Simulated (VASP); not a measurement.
The system is TiAl.

```xyz
2
Lattice="2.8673 0.0000 0.0000 -1.4336 2.4831 0.0000 0.0000 0.0000 4.6781" Properties=species:S:1:pos:R:3 pbc="T T T"
Ti    0.0000    0.0000    0.0000
Al    0.0000    1.6554    2.3390
```

Base run:

```yaml
Program: VASP 6.6.1
Functional: PBEsol
Potentials_or_basis: VASP PAW PBE potentials, release 64 (Ti_sv, Al)
Cutoff: 520 eV
k_mesh: 11 × 11 × 6
Occupations: fermi-dirac, width 0.05 eV
Spin: no spin polarisation
```

Its results: pressure -2.8 GPa.

Question: The run is repeated on the same cell with these changes: functional from PBEsol to LDA; potentials or basis from VASP PAW PBE potentials, release 64 (Ti_sv, Al) to VASP PAW LDA potentials, release 64 (Ti_sv, Al). What comes out?

Answer: Pressure -6.0 GPa.

Caveats: the PAW data sets were made with another functional, which shifts forces and pressure a little (some runs).
